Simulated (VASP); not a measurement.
Crystal: MgC.

```
Mg C
1.0
    -1.86075    1.89120    2.06075
     1.86075   -1.89120    2.06075
     1.86075    1.89120   -2.06075
Mg C
1 1
Direct
  0.50000 0.00000 0.50000
  0.00000 0.00000 0.00000
```

The cell was generated, and may not be a known phase.

* Program: VASP 6.6.1
* Task: relaxation of cell and atoms
* Functional: PBE
* Potentials or basis: VASP PAW PBE potentials, release 64 (Mg, C)
* Cutoff: 600 eV
* k mesh: 6 × 6 × 6
* Occupations: gaussian, width 0.1 eV
* Spin: no spin polarisation

At the start: pressure 15.6 GPa; volume 14.50 Å³/atom.

How do energy, volume and symmetry change on relaxing?

Over 28 steps the energy falls by 720.5 meV/atom and the volume is 11.90 Å³/atom (-17.9 %); space group Immm (No. 71, to 0.1 Å) before and after.

The path:
```
step  energy change (eV)  largest force (eV/Å)  pressure (GPa)  volume (Å³)
   1              0.0000                0.0000           15.62        29.01
   2             -0.7323                0.0000          -16.50        34.08
   3             -0.8885                0.0000          -10.57        31.99
   4             -1.1924                0.0000           -7.60        28.19
   5             -1.3491                0.0000           -1.44        25.14
   6             -0.8409                0.0000           37.60        19.54
   7             -1.3635                0.0000            0.66        24.49
   8             -1.3669                0.0000            2.90        23.91
   9             -1.3669                0.0000            2.28        24.06
  10             -1.3887                0.0000            1.35        24.16
  11             -1.3892                0.0000            1.27        24.18
  12             -1.3893                0.0000            1.28        24.18
  13             -1.3942                0.0000           -0.49        24.57
  14             -1.3951                0.0000           -1.86        24.91
  15             -1.3980                0.0000           -2.02        24.93
  16             -1.4036                0.0000           -2.51        25.00
  17             -1.4098                0.0000           -1.33        24.66
  18             -1.4154                0.0000            1.02        24.03
  19             -1.4156                0.0000            1.59        23.89
  20             -1.4212                0.0000            1.74        23.79
  21             -1.4297                0.0000            2.17        23.55
  22             -1.4195                0.0000            3.69        23.02
  23             -1.4324                0.0000            2.34        23.46
  24             -1.4353                0.0000            2.87        23.25
  25             -1.4359                0.0000            2.63        23.33
  26             -1.4393                0.0000           -0.48        23.91
  27             -1.4405                0.0000            0.54        23.71
  28             -1.4411                0.0000            0.17        23.81
```

Final structure:
```
CELL_PARAMETERS angstrom
-1.37135 2.36853 1.83231
1.37135 -2.36853 1.83231
1.37135 2.36853 -1.83231
ATOMIC_POSITIONS crystal
Mg 0.50000 0.00000 0.50000
C 0.00000 0.00000 0.00000
```

Caveat: the k points lie up to 0.44 Å⁻¹ apart in the final cell, too coarse for converged energies and pressures of a metal; the volume moved by over 15 % at a fixed basis, so the end points are rough.
